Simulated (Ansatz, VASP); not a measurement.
# Two plane-wave programs on Ni

Contents of INCAR:

```
PREC = Accurate
ENCUT = 600
EDIFF = 1E-6
ISMEAR = -1
SIGMA = 0.1
LREAL = F
LASPH = T
NELM = 60
ALGO = Normal
ISIF = 3
LWAVE = F
LCHARG = F
GGA = RE
IBRION = 2
NSW = 80
EDIFFG = -0.01
```

The input KPOINTS:

```
regular mesh
0
Gamma
  14 14 8
```

Contents of POSCAR:

```
Ni
1.0
    2.4917559660      0.0000000000      0.0000000000
   -1.2458779830      2.1579239666      0.0000000000
    0.0000000000      0.0000000000      4.0690374925
Ni
2
Direct
    0.3333333333      0.6666666667      0.2500000000
    0.6666666667      0.3333333333      0.7500000000
```

Input for Ansatz:

```yaml
crystal:
  lattice:
    - [2.491755966, 0.0, 0.0]
    - [-1.245877983, 2.1579239666, 0.0]
    - [0.0, 0.0, 4.0690374925]
  atoms:
    - { symbol: Ni, position: [0.3333333333, 0.6666666667, 0.25] }
    - { symbol: Ni, position: [0.6666666667, 0.3333333333, 0.75] }
hamiltonian:
  xc: revpbe
  pseudopotentials:
    kind: paw
    azcp:
      Ni: "pseudopotentials/Ni.paw.azcp"
basis:
  ecutwfc: 420
  fft_grid_basis: typed
kpoints:
  mp_grid: { grid: [14, 14, 8], shift: [0, 0, 0] }
magnetization:
  spin_polarized: false
scf:
  occupations: { method: fermi_dirac, width: 0.1 }
relax:
  max_steps: 60
  f_tol: 0.01
  cell: {}
```

Alike in both runs: task relaxation of cell and atoms; functional revPBE; k mesh 14 × 14 × 8; occupations fermi-dirac, width 0.1 eV; no spin polarisation.

```csv
,VASP,Ansatz
version,VASP 6.6.1,Ansatz 0.2.0
potentials or method,"VASP PAW PBE potentials, release 64 (Ni), cutoff 600 eV","plane waves (420 eV) with PAW, scalar-relativistic"
valence electrons in the cell,20,36
```

|  | VASP | Ansatz | Ansatz less VASP |
| --- | --- | --- | --- |
| relaxed volume (Å³/atom) | 11.13 | 11.12 | -0.010 |
| relaxed cell length with the largest relative difference (Å) | 2.501 | 2.500 | -0.0010 |

VASP's potentials were made for PBE, not for revPBE. VASP's potentials hold 20 valence electrons a cell and Ansatz's 36, so a difference there can come from the potentials and not from the codes.
